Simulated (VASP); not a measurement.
# Y (Fd-3m) in VASP: further runs

Runs on Y. Level: PBE. Tasks: single point.

Program: VASP 6.6.1. These are calculated values, not measurements. Logs are shortened: lines on timing, memory, paths and dates and some standing lists are left out, and cuts for length are marked.

### Step 1. The cell of the first run

The structure is cubic, space group Fd-3m (No. 227). The conventional cell has a = 7.091 Å, b = 7.091 Å, c = 7.091 Å, α = 90.00°, β = 90.00°, γ = 90.00°. Within 4.0 Å of Y (site symmetry -43m) lie 4 Y at 3.07 Å.

This isn't the form of Y at room conditions, which is hcp.

### Step 2. Single point, PBE

Input file INCAR:

```
PREC = Accurate
ENCUT = 520
EDIFF = 1E-6
ISMEAR = -1
SIGMA = 0.1
LREAL = False
LASPH = True
NELM = 80
ALGO = Normal
ISIF = 2
LWAVE = False
LCHARG = False
GGA = PE
NBANDS = 18
```

Input file KPOINTS:

```
Automatic mesh
0
Gamma
  13 13 13
```

Input file POSCAR:

```
Y
1.0
    0.0000000000      3.5454148505      3.5454148505
    3.5454148505      0.0000000000      3.5454148505
    3.5454148505      3.5454148505      0.0000000000
Y
2
Direct
    0.1250000000      0.1250000000      0.1250000000
    0.8750000000      0.8750000000      0.8750000000
```

Potentials or basis: VASP PAW PBE potentials, release 64 (Y_sv).

On the command line:

```sh
$ cat potpaw_PBE.64/Y_sv/POTCAR > POTCAR
$ mpirun -np 1 vasp_std > vasp.out
```

OUTCAR:

```text
PREC = Accurate
   ENCUT = 520
   EDIFF = 1E-6
   ISMEAR = -1
   LREAL = False
   LASPH = True
   NELM = 80
   ISIF = 2
   GGA = PE

 ion  position               nearest neighbor table
   1  0.125  0.125  0.125-   2 3.07   2 3.07   2 3.07   2 3.07
   2  0.875  0.875  0.875-   1 3.07   1 3.07   1 3.07   1 3.07

  LATTYP: Found a face centered cubic cell.
 ALAT       =     7.0908297010

  Lattice vectors:

 A1 = (   0.0000000000,   3.5454148505,   3.5454148505)
 A2 = (   3.5454148505,   0.0000000000,   3.5454148505)
 A3 = (   3.5454148505,   3.5454148505,   0.0000000000)

Analysis of symmetry for initial positions (statically):
=====================================================================
 Subroutine PRICEL returns:
 Original cell was already a primitive cell.

 Routine SETGRP: Setting up the symmetry group for a
 face centered cubic supercell.

 Subroutine GETGRP returns: Found 48 space group operations
 (whereof 12 operations were pure point group operations)
 out of a pool of 48 trial point group operations.

The static configuration has the point symmetry D_3d.
 The point group associated with its full space group is O_h .

Analysis of symmetry for dynamics (positions and initial velocities):
=====================================================================
 Subroutine PRICEL returns:
 Original cell was already a primitive cell.

 Routine SETGRP: Setting up the symmetry group for a
 face centered cubic supercell.

 Subroutine GETGRP returns: Found 48 space group operations
 (whereof 12 operations were pure point group operations)
 out of a pool of 48 trial point group operations.

The dynamic configuration has the point symmetry D_3d.
 The point group associated with its full space group is O_h .

 Subroutine INISYM returns: Found 48 space group operations
 (whereof 12 operations are pure point group operations),
 and found     1 'primitive' translations

----------------------------------------------------------------------------------------

                                     Primitive cell

  volume of cell :      89.1315

  direct lattice vectors                    reciprocal lattice vectors
     0.000000000  3.545414850  3.545414850    -0.141027220  0.141027220  0.141027220
     3.545414850  0.000000000  3.545414850     0.141027220 -0.141027220  0.141027220
     3.545414850  3.545414850  0.000000000     0.141027220  0.141027220 -0.141027220

  length of vectors
     5.013973766  5.013973766  5.013973766     0.244266310  0.244266310  0.244266310

  position of ions in fractional coordinates (direct lattice)
     0.125000000  0.125000000  0.125000000
     0.875000000  0.875000000  0.875000000

  ion indices of the primitive-cell ions
   primitive index   ion index
                 1           1
                 2           2

----------------------------------------------------------------------------------------

 KPOINTS: Automatic mesh

Automatic generation of k-mesh.
 Grid dimensions read from file:
 generate k-points for:   13   13   13

 Generating k-lattice:

  Cartesian coordinates                     Fractional coordinates (reciprocal lattice)
    -0.010848248  0.010848248  0.010848248     0.076923077  0.000000000  0.000000000
     0.010848248 -0.010848248  0.010848248     0.000000000  0.076923077  0.000000000
     0.010848248  0.010848248 -0.010848248     0.000000000  0.000000000  0.076923077

  Length of vectors
     0.018789716  0.018789716  0.018789716

  Shift w.r.t. Gamma in fractional coordinates (k-lattice)
     0.000000000  0.000000000  0.000000000

 Subroutine IBZKPT returns following result:
 ===========================================

 Found     84 irreducible k-points:

 Following reciprocal coordinates:
            Coordinates               Weight
  0.000000  0.000000  0.000000      1.000000
  0.076923  0.000000  0.000000      8.000000
  0.153846  0.000000  0.000000      8.000000
  0.230769  0.000000  0.000000      8.000000
  0.307692  0.000000  0.000000      8.000000
  0.384615  0.000000  0.000000      8.000000
[... 16 lines left out ...]
  0.384615  0.153846  0.000000     24.000000
  0.461538  0.153846  0.000000     24.000000
 [... further k-points ...]
   k-points           NKPTS =     84   k-points in BZ     NKDIM =     84   number of bands    NBANDS=     18
   number of dos      NEDOS =    301   number of ions     NIONS =      2
   total plane-waves  NPLWV =  64000
   dimension x,y,z NGX =    40 NGY =   40 NGZ =   40
   dimension x,y,z NGXF=    80 NGYF=   80 NGZF=   80
   ions per type =               2
   NGX,Y,Z   is equivalent  to a cutoff of  13.26, 13.26, 13.26 a.u.
   NGXF,Y,Z  is equivalent  to a cutoff of  26.53, 26.53, 26.53 a.u.
 SYSTEM =  unknown system
   PREC   = accura    normal or accurate (medium, high low for compatibility)
   ISTART =      0    job   : 0-new  1-cont  2-samecut
   ICHARG =      2    charge: 1-file 2-atom 10-const
   ISPIN  =      1    spin polarized calculation?
   LNONCOLLINEAR =      F non collinear calculations
   LSORBIT =      F    spin-orbit coupling
   LASPH  =      T    aspherical Exc in radial PAW
   ENCUT  =  520.0 eV  38.22 Ry    6.18 a.u.   9.32  9.32  9.32*2*pi/ulx,y,z
   NELM   =     80;   NELMIN=  2; NELMDL= -5     # of ELM steps
   EDIFF  = 0.1E-05   stopping-criterion for ELM
   LREAL  =      F    real-space projection
   EDIFFG = 0.1E-04   stopping-criterion for IOM
   NSW    =      0    number of steps for IOM
   IBRION =     -1    ionic relax: 0-MD 1-quasi-New 2-CG
   NFREE  =      0    steps in history (QN), initial steepest desc. (CG)
   ISIF   =      2    stress and relaxation
   ISYM   =      2    0-nonsym 1-usesym 2-fastsym
   POTIM  = 0.5000    time-step for ionic-motion
   TEBEG  =    0.0;   TEEND  =   0.0 temperature during run
   PSTRESS=    0.0 pullay stress
   NELECT =      22.0000    total number of electrons
   NUPDOWN=      -1.0000    fix difference up-down
   EMIN   =  10.00;   EMAX   =-10.00  energy-range for DOS
   EFERMI =   0.00;   METHOD = LEGACY
   ISMEAR =    -1;   SIGMA  =   0.10  broadening in eV -4-tet -1-fermi 0-gaus
   EFERMI_NEDOS =   21; number of points for ismear=-14 and -15
   IALGO  =     38    algorithm
   IMIX   =      4    mixing-type and parameters
     AMIX     =   0.40;   BMIX     =  1.00
     AMIX_MAG =   1.60;   BMIX_MAG =  1.00
  volume/ion in A,a.u.               =      44.57       300.74
  Fermi-wavevector in a.u.,A,eV,Ry     =   1.026925  1.940607 14.348359  1.054575
  Thomas-Fermi vector in A             =   2.160843
   LORBIT       =      0    0 simple, 1 ext, 2 COOP (PROOUT), +10 PAW based schemes
   GGA     = PE    functional components
   LHFCALC =     F    Hartree Fock is set to
   AEXX    =    0.0000 exact exchange contribution
   IVDW    =     0    specifies the selected vdW correction
   LEPSILON=     F    determine dielectric tensor
   LRPA    =     F    only Hartree local field effects (RPA)
 non-spin polarized calculation
  energy-cutoff  :      520.00
  volume of cell :       89.13
 maximum number of plane-waves:      2421
 NGX is ok and might be reduce to    40
   NGX = 19   NGY = 19   NGZ = 19

 number of electron      21.9999999 magnetization

 Free energy of the ion-electron system (eV)
  ---------------------------------------------------
  ext. energy  EPLUGINS =         0.00000000
  ---------------------------------------------------
  free energy    TOTEN  =        -8.97828582 eV

  energy without entropy =       -8.82627814  energy(sigma->0) =       -8.90228198

 E-fermi :   1.2818     XC(G=0):  -8.1086

 val. band max:        1.2697792332   @ k =  -0.3846   0.0769   0.0000
 cond. band min:       1.2842357418   @ k =  -0.3846   0.4615   0.1538
 fundamental gap:      0.0144565086
 Fermi energy:         1.2818356259

 k-point     1 :       0.0000    0.0000    0.0000
  band No.  band energies     occupation
      1     -42.0448      2.00000
      2     -41.7889      2.00000
      3     -22.2261      2.00000
      4     -22.2261      2.00000
      5     -22.2261      2.00000
      6     -21.6608      2.00000
[... 10 lines left out ...]
     17       3.2389      0.00000
     18       6.1566      0.00000

 k-point     2 :       0.0769    0.0000    0.0000
  band No.  band energies     occupation
      1     -42.0421      2.00000
      2     -41.7918      2.00000
      3     -22.2301      2.00000
      4     -22.2301      2.00000
      5     -22.2257      2.00000
      6     -21.6618      2.00000
[... 10 lines left out ...]
     17       3.2286      0.00000
     18       6.1389      0.00000

 k-point     3 :       0.1538    0.0000    0.0000
  band No.  band energies     occupation
      1     -42.0341      2.00000
      2     -41.7999      2.00000
      3     -22.2411      2.00000
      4     -22.2411      2.00000
      5     -22.2248      2.00000
      6     -21.6644      2.00000
[... 10 lines left out ...]
     17       3.2235      0.00000
     18       6.0817      0.00000

 k-point     4 :       0.2308    0.0000    0.0000
  band No.  band energies     occupation
      1     -42.0219      2.00000
      2     -41.8125      2.00000
      3     -22.2558      2.00000
      4     -22.2558      2.00000
      5     -22.2237      2.00000
      6     -21.6678      2.00000
[... 375 lines left out ...]
      4     -22.2880      2.00000
      5     -22.1686      2.00000
      6     -21.7254      2.00000
[... 10 lines left out ...]
     17       3.5024      0.00000
     18       5.3184      0.00000

 k-point    23 :       0.3846    0.1538    0.0000
  band No.  band energies     occupation
      1     -41.9926      2.00000
      2     -41.8424      2.00000
      3     -22.3101      2.00000
      4     -22.2990      2.00000
      5     -22.1581      2.00000
      6     -21.7366      2.00000
[... 10 lines left out ...]
     17       3.7846      0.00000
     18       5.1262      0.00000

 k-point    24 :       0.4615    0.1538    0.0000
  band No.  band energies     occupation
      1     -41.9789      2.00000
      2     -41.8563      2.00000
      3     -22.3250      2.00000
      4     -22.3044      2.00000
      5     -22.1513      2.00000
      6     -21.7436      2.00000
[... 10 lines left out ...]
     17       3.9614      0.00000
     18       5.1065      0.00000

 [... further k-points ...]

------------------------ aborting loop because EDIFF is reached ----------------------------------------

  FORCE on cell =-STRESS in cart. coord.  units (eV):
  Direction    XX          YY          ZZ          XY          YZ          ZX
  --------------------------------------------------------------------------------------
  -------------------------------------------------------------------------------------
  Total        0.0313432      0.0313432      0.0313432      0.0000000     -0.0000000      0.0000000
  in kB        0.5634068      0.5634068      0.5634068      0.0000000     -0.0000000      0.0000000
  external PRESSURE =       0.5634068 kB  Pullay stress =       0.0000000 kB

 VOLUME and BASIS-vectors are now :
 -----------------------------------------------------------------------------
  energy-cutoff  :      520.00
  volume of cell :       89.13
      direct lattice vectors                 reciprocal lattice vectors
     0.000000000  3.545414850  3.545414850    -0.141027220  0.141027220  0.141027220
     3.545414850  0.000000000  3.545414850     0.141027220 -0.141027220  0.141027220
     3.545414850  3.545414850  0.000000000     0.141027220  0.141027220 -0.141027220

 POSITION                                       TOTAL-FORCE (eV/Angst)
 -----------------------------------------------------------------------------------
      0.88635      0.88635      0.88635        -0.000000     -0.000000     -0.000000
      6.20448      6.20448      6.20448         0.000000      0.000000      0.000000
 -----------------------------------------------------------------------------------
    total drift:                                0.000000      0.000000     -0.000000

  FREE ENERGIE OF THE ION-ELECTRON SYSTEM (eV)
  ---------------------------------------------------
  free  energy   TOTEN  =        -8.9782858165 eV

  energy  without entropy=       -8.8262781406  energy(sigma->0) =       -8.90228198
```

Wall time 3.9 min (1 thread of AMD EPYC 7R43 (Zen 3), shared host); peak memory 0.29 GiB.

Results:

```yaml
Free_energy: -8.9783 eV
Pressure: 0.1 GPa
Band_gap_on_the_k_mesh: zero (bands 11 and 12 overlap by 0.64 eV)
```

### Step 3. Single point, PBE, collinear spin

This run uses another cell than the first one, of 43.80 Å³/atom.

Input file INCAR:

```
SYSTEM = Y
PREC = Accurate
ENCUT = 520
EDIFF = 1E-6
ISMEAR = -1
SIGMA = 0.05
LREAL = .FALSE.
LASPH = .TRUE.
NELM = 150
ALGO = Normal
ISIF = 2
LWAVE = .FALSE.
LCHARG = .FALSE.
ISPIN = 2
MAGMOM = 1 1
LORBIT = 11
LMAXMIX = 4
GGA = PE
NBANDS = 22
```

Input file KPOINTS:

```
Automatic mesh
0
G
  8 8 8
  0 0 0
```

Input file POSCAR:

```
Y
1.0
    0.0000000000      3.5250842758      3.5250842758
    3.5250842758      0.0000000000      3.5250842758
    3.5250842758      3.5250842758      0.0000000000
Y
2
Direct
    0.1250000000      0.1250000000      0.1250000000
    0.8750000000      0.8750000000      0.8750000000
```

Potentials or basis: VASP PAW PBE potentials, release 64 (Y_sv).

On the command line:

```sh
$ cat potpaw_PBE.64/Y_sv/POTCAR > POTCAR
$ mpirun -np 1 vasp_std > vasp.out
```

OUTCAR:

```text
SYSTEM = Y
   PREC = Accurate
   ENCUT = 520
   EDIFF = 1E-6
   ISMEAR = -1
   LREAL = .FALSE.
   LASPH = .TRUE.
   NELM = 150
   ISIF = 2
   ISPIN = 2
   LORBIT = 11
   GGA = PE

 ion  position               nearest neighbor table
   1  0.125  0.125  0.125-   2 3.05   2 3.05   2 3.05   2 3.05
   2  0.875  0.875  0.875-   1 3.05   1 3.05   1 3.05   1 3.05

  LATTYP: Found a face centered cubic cell.
 ALAT       =     7.0501685516

  Lattice vectors:

 A1 = (   0.0000000000,   3.5250842758,   3.5250842758)
 A2 = (   3.5250842758,   0.0000000000,   3.5250842758)
 A3 = (   3.5250842758,   3.5250842758,   0.0000000000)

Analysis of symmetry for initial positions (statically):
=====================================================================
 Subroutine PRICEL returns:
 Original cell was already a primitive cell.

 Routine SETGRP: Setting up the symmetry group for a
 face centered cubic supercell.

 Subroutine GETGRP returns: Found 48 space group operations
 (whereof 12 operations were pure point group operations)
 out of a pool of 48 trial point group operations.

The static configuration has the point symmetry D_3d.
 The point group associated with its full space group is O_h .

Analysis of symmetry for dynamics (positions and initial velocities):
=====================================================================
 Subroutine PRICEL returns:
 Original cell was already a primitive cell.

 Routine SETGRP: Setting up the symmetry group for a
 face centered cubic supercell.

 Subroutine GETGRP returns: Found 48 space group operations
 (whereof 12 operations were pure point group operations)
 out of a pool of 48 trial point group operations.

The dynamic configuration has the point symmetry D_3d.
 The point group associated with its full space group is O_h .

Analysis of structural, dynamic, and magnetic symmetry:
=====================================================================
 Subroutine PRICEL returns:
 Original cell was already a primitive cell.

 Routine SETGRP: Setting up the symmetry group for a
 face centered cubic supercell.

[... 151 lines left out ...]
  free energy    TOTEN  =        -8.92962620 eV

  energy without entropy =       -8.90174123  energy(sigma->0) =       -8.91568371

 E-fermi :   1.3513     XC(G=0):  -8.1696

 val. band max:        1.3297754120   @ k =   0.3750   0.2500   0.0000
 cond. band min:       1.4091219158   @ k =   0.5000   0.1250   0.0000
 fundamental gap:      0.0793465038
 Fermi energy:         1.3512957287

 spin component 1

 k-point     1 :       0.0000    0.0000    0.0000
  band No.  band energies     occupation
      1     -41.9763      1.00000
      2     -41.7042      1.00000
      3     -22.1657      1.00000
      4     -22.1657      1.00000
      5     -22.1657      1.00000
      6     -21.5750      1.00000
[... 589 lines left out ...]
     21       7.1941      0.00000
     22       7.3857      0.00000

 [... further k-points ...]

 spin component 2

 k-point     1 :       0.0000    0.0000    0.0000
  band No.  band energies     occupation
      1     -41.9761      1.00000
      2     -41.7039      1.00000
      3     -22.1658      1.00000
      4     -22.1658      1.00000
      5     -22.1658      1.00000
      6     -21.5751      1.00000
[... 589 lines left out ...]
     21       7.1940      0.00000
     22       7.3855      0.00000

 [... further k-points ...]

------------------------ aborting loop because EDIFF is reached ----------------------------------------

  FORCE on cell =-STRESS in cart. coord.  units (eV):
  Direction    XX          YY          ZZ          XY          YZ          ZX
  --------------------------------------------------------------------------------------
  -------------------------------------------------------------------------------------
  Total       -0.0156821     -0.0156821     -0.0156821      0.0000000     -0.0000000      0.0000000
  in kB       -0.2867973     -0.2867973     -0.2867973      0.0000000     -0.0000000      0.0000000
  external PRESSURE =      -0.2867973 kB  Pullay stress =       0.0000000 kB

 VOLUME and BASIS-vectors are now :
 -----------------------------------------------------------------------------
  energy-cutoff  :      520.00
  volume of cell :       87.61
      direct lattice vectors                 reciprocal lattice vectors
     0.000000000  3.525084276  3.525084276    -0.141840581  0.141840581  0.141840581
     3.525084276  0.000000000  3.525084276     0.141840581 -0.141840581  0.141840581
     3.525084276  3.525084276  0.000000000     0.141840581  0.141840581 -0.141840581

 POSITION                                       TOTAL-FORCE (eV/Angst)
 -----------------------------------------------------------------------------------
      0.88127      0.88127      0.88127         0.000000      0.000000      0.000000
      6.16890      6.16890      6.16890        -0.000000     -0.000000     -0.000000
 -----------------------------------------------------------------------------------
    total drift:                                0.000000      0.000000     -0.000000

  FREE ENERGIE OF THE ION-ELECTRON SYSTEM (eV)
  ---------------------------------------------------
  free  energy   TOTEN  =        -8.9296261951 eV

  energy  without entropy=       -8.9017412321  energy(sigma->0) =       -8.91568371

 total charge

# of ion       s       p       d       f       tot
--------------------------------------------------
    1        2.321   6.043   1.095   0.010   9.469
    2        2.321   6.043   1.095   0.010   9.469
--------------------------------------------------
tot          4.641  12.087   2.191   0.020  18.939

 magnetization (x)

# of ion       s       p       d       f       tot
--------------------------------------------------
    1        0.000  -0.000  -0.000  -0.000  -0.000
    2        0.000  -0.000  -0.000  -0.000  -0.000
--------------------------------------------------
tot          0.000  -0.000  -0.000  -0.000  -0.000
```

It took 3.8 min on 1 thread of Intel Xeon 8259CL, shared host; peak memory 0.34 GiB.

What came out:

```yaml
Free_energy: -8.9296 eV
Pressure: 0.0 GPa
Band_gap_on_the_k_mesh: zero (filled and empty bands overlap)
Net_moment: 0.00 μB per cell
Valence_electrons_inside_the_program's_atomic_spheres: Y 9.47
```

Levels at points of the mesh, in eV from the Fermi level:
Spin up:
| k point | band 8 | band 9 | band 10 | band 11 | band 12 | band 13 | band 14 | band 15 |
| --- | --- | --- | --- | --- | --- | --- | --- | --- |
| (0.00, 0.00, 0.00) | -22.93 | -3.65 | -0.04 | -0.04 | 0.44 | 0.44 | 0.44 | 1.98 |
| (0.50, 0.00, 0.00) | -22.86 | -1.74 | -0.63 | -0.04 | -0.04 | 0.48 | 0.48 | 0.54 |
| (0.50, 0.50, 0.00) | -22.78 | -0.96 | -0.96 | -0.18 | -0.18 | 0.59 | 0.59 | 1.99 |
Spin down:
| k point | band 8 | band 9 | band 10 | band 11 | band 12 | band 13 | band 14 | band 15 |
| --- | --- | --- | --- | --- | --- | --- | --- | --- |
| (0.00, 0.00, 0.00) | -22.93 | -3.65 | -0.04 | -0.04 | 0.44 | 0.44 | 0.44 | 1.98 |
| (0.50, 0.00, 0.00) | -22.86 | -1.74 | -0.63 | -0.04 | -0.04 | 0.48 | 0.48 | 0.54 |
| (0.50, 0.50, 0.00) | -22.78 | -0.96 | -0.96 | -0.18 | -0.18 | 0.59 | 0.59 | 1.99 |
